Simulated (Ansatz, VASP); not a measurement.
**One calculation of H6C2O, two programs**

```xyz
36
Lattice="7.2936 0.0000 0.0000 0.0000 7.2936 0.0000 0.0000 0.0000 7.2936" Properties=species:S:1:pos:R:3 pbc="T T T"
C     3.5270    0.1639    6.5360
C     4.3939    1.1133    7.3354
C     5.9803    4.9735    2.5331
C     4.7628    5.6206    3.1528
C     1.8576    1.6450    3.0191
C     1.0658    2.1869    1.8498
C     2.4644    3.8819    6.1189
C     1.1486    4.6051    5.9169
O     5.4992    0.3639    7.8462
O     3.7370    4.6272    3.1998
O     1.2316    3.6010    1.8299
O     0.1195    3.6223    5.7433
H     6.0549    0.9698    8.3633
H     4.7464    1.9427    6.7008
H     3.8137    1.5538    8.1618
H     2.6621    0.6834    6.1094
H     4.1079   -0.2738    5.7164
H     3.1670   -0.6467    7.1795
H     2.9183    5.0447    3.5177
H     5.0023    5.9884    4.1662
H     4.4516    6.4848    2.5449
H     6.8118    5.6827    2.4680
H     6.3040    4.1110    3.1275
H     5.7401    4.6275    1.5207
H     0.7385    3.9440    1.0681
H     1.4091    1.7381    0.9010
H    -0.0038    1.9345    1.9606
H     1.7675    0.5532    3.0754
H     2.9163    1.9115    2.9133
H     1.4826    2.0823    3.9505
H    -0.7165    4.0883    5.5840
H     0.9188    5.2562    6.7818
H     1.2033    5.2728    5.0396
H     3.2741    4.5921    6.3048
H     2.4033    3.2183    6.9842
H     2.7140    3.2868    5.2358
```

Alike in both runs: functional PBE; k mesh 1 × 1 × 1; occupations fermi-dirac, width 0.02 eV; no spin polarisation.

Ansatz relaxed the structure, and its values are those at the end. VASP's run is a single point on that final structure, the one shown.

|  | VASP | Ansatz |
| --- | --- | --- |
| version | VASP 6.6.1 | Ansatz 0.2.0 |
| potentials or method | VASP PAW PBE potentials, release 64 (C, O, H), cutoff 520 eV | scalar-relativistic, plane waves, PAW |
| valence electrons in the cell | 80 | 80 |

```csv
,VASP,Ansatz,Ansatz less VASP
gap on the k mesh at the Fermi level (eV),4.51,4.52,+0.010
rms of the force components (eV/Å),0.075,0.065,-0.0109
```

Ansatz's warnings: xc potential rough in thin density.
